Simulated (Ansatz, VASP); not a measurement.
# V: VASP beside Ansatz

The input INCAR:

```
SYSTEM = V
PREC = Accurate
ENCUT = 520
EDIFF = 1E-6
ISMEAR = -1
SIGMA = 0.025851999786435532
LREAL = .FALSE.
LASPH = .TRUE.
NELM = 150
ALGO = Normal
ISIF = 2
LWAVE = .FALSE.
LCHARG = .FALSE.
ISPIN = 2
MAGMOM = 0.51
LORBIT = 11
LMAXMIX = 4
GGA = PE
IVDW = 13
NBANDS = 16
```

File KPOINTS:

```
Automatic mesh
0
G
  6 6 6
  0 0 0
```

POSCAR

```
V
1.0
   -1.5130000000      1.5130000000      1.5130000000
    1.5130000000     -1.5130000000      1.5130000000
    1.5130000000      1.5130000000     -1.5130000000
V
1
Direct
    0.0000000000      0.0000000000      0.0000000000
```

Input for Ansatz:

```yaml
crystal:
  lattice:
    - [-1.513, 1.513, 1.513]
    - [1.513, -1.513, 1.513]
    - [1.513, 1.513, -1.513]
  atoms:
    - { symbol: V, position: [0.0, 0.0, 0.0], spin: 0.51 }
basis:
  ecutwfc: 420
  precision: f64
kpoints:
  mp_grid: { grid: [6, 6, 6] }
hamiltonian:
  xc: pbe
  dispersion: d4
scf:
  occupations: { method: fermi_dirac, width: "300 K" }
  lower_state_search: "off"
output:
  forces: false
  stress: true
  eigenvalues: true
  populations: true
magnetization:
  spin_polarized: true
```

Alike in both runs: task single point; functional PBE; dispersion D4; k mesh 6 × 6 × 6; collinear spin.

```csv
,VASP,Ansatz
version,VASP 6.6.1,Ansatz 0.2.0
potentials or method,"VASP PAW PBE potentials, release 64 (V_sv), cutoff 520 eV","scalar-relativistic, plane waves, PAW"
occupations,"fermi-dirac, width 0.025852 eV",fermi-dirac
valence electrons in the cell,13,13
```

|  | VASP | Ansatz | Ansatz less VASP |
| --- | --- | --- | --- |
| gap on the k mesh at the Fermi level (eV) | none | none | - |
| pressure (GPa) | -7.1 | -7.4 | -0.28 |
| net moment per atom (μB) | 0.63 | 0.63 | +0.002 |
| size of the moment on the site where the two differ most (μB) | 0.50 | 0.47 | -0.025 |

Site moments also hang on the region over which each program counts them. A gap of «none» marks a metal or a gap that the smearing closes.

The k mesh is coarse, so the values compare programs but aren't converged.
